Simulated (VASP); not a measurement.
A run of VASP 6.6.1:

File POSCAR:

```
LiF
1.0
    0.0000000000      2.0746666070      2.0746666070
    2.0746666070      0.0000000000      2.0746666070
    2.0746666070      2.0746666070      0.0000000000
Li F
1 1
Direct
    0.0000000000      0.0000000000      0.0000000000
    0.5000000000      0.5000000000      0.5000000000
```

Contents of INCAR.step1:

```
  PREC = Accurate
  ENCUT = 500
  EDIFF = 1E-8
  ISMEAR = 0
  SIGMA = 0.01
  LREAL = False
  LASPH = True
  NELM = 80
  ALGO = Normal
  LWAVE = True
  LCHARG = False
  GGA = PE
```

Contents of INCAR.step2:

```
  PREC = Accurate
  ENCUT = 500
  EDIFF = 1E-8
  ISMEAR = 0
  SIGMA = 0.01
  LREAL = False
  LASPH = True
  NELM = 1
  ALGO = Exact
  LWAVE = True
  LCHARG = False
  GGA = PE
  NBANDS = 78
  LOPTICS = True
  ISTART = 1
```

Contents of INCAR.step3:

```
  PREC = Accurate
  ENCUT = 500
  EDIFF = 1E-8
  ISMEAR = 0
  SIGMA = 0.01
  LREAL = False
  LASPH = True
  ALGO = EVGW0
  LWAVE = False
  LCHARG = False
  GGA = PE
  NELMGW = 1
  NBANDS = 78
  ENCUTGW = 150.0
  NOMEGA = 96
  PRECFOCK = Fast
  ISTART = 1
  NBANDSGW = 12
  OMEGAMAX = 20
```

Contents of KPOINTS:

```
regular mesh
0
Gamma
  6 6 6
```

Potentials or basis: VASP PAW PBE potentials, release 64 (Li_GW, F_GW).

Run with:

```console
$ cat potpaw_PBE.64/Li_GW/POTCAR potpaw_PBE.64/F_GW/POTCAR > POTCAR
$ cp INCAR.step1 INCAR
$ mpirun -np 1 vasp_std > vasp.out
$ cp INCAR.step2 INCAR
$ mpirun -np 1 vasp_std > vasp.out
$ cp INCAR.step3 INCAR
$ mpirun -np 1 vasp_std > vasp.out
```

Hardware: 1 thread of AMD EPYC 7R13 Processor (Zen 3), on a shared host.

Estimate the wall time of this run.

Wall time 3.8 min on 1 thread of AMD EPYC 7R13 Processor (Zen 3), with other jobs on the host, peak memory 0.3 GiB. Counts: k points 16.
